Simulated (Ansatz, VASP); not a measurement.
Te2Mo in VASP and in Ansatz

```
Te Mo
1.0
     3.49409    0.00000    0.00000
    -1.74704    3.02597    0.00000
     0.00000    0.00000   14.01016
Te Mo
4 2
Direct
  0.33333 0.66667 0.62115
  0.66667 0.33333 0.12115
  0.33333 0.66667 0.87885
  0.66667 0.33333 0.37885
  0.33333 0.66667 0.25000
  0.66667 0.33333 0.75000
```

Alike in both runs: functional PBEsol; k mesh 12 × 12 × 2; occupations fermi-dirac, width 0.02 eV; no spin polarisation.

Ansatz relaxed the structure, and its values are those at the end. VASP's run is a single point on that final structure, the one shown.

```csv
,VASP,Ansatz
version,VASP 6.6.1,Ansatz 0.2.0
potentials or method,"VASP PAW PBE potentials, release 64 (Te, Mo_sv), cutoff 520 eV",PAW plane waves
valence electrons in the cell,52,92
```

VASP gave:

* gap on the k mesh at the Fermi level (eV): 0.77
* pressure (GPa): 0.1
* rms of the force components (eV/Å): 0.015

Estimate Ansatz's values.

gap on the k mesh at the Fermi level (eV): 0.77; pressure (GPa): 0.0; rms of the force components (eV/Å): 0.000.

VASP's potentials were made for PBE, not for PBEsol, and Ansatz warns of the same on its side. With one functional, cell and mesh, what is left measures potentials, basis and numerics. VASP's potentials hold 52 valence electrons a cell and Ansatz's 92, so a difference there can come from the potentials and not from the codes.

Spin-orbit coupling is off throughout.
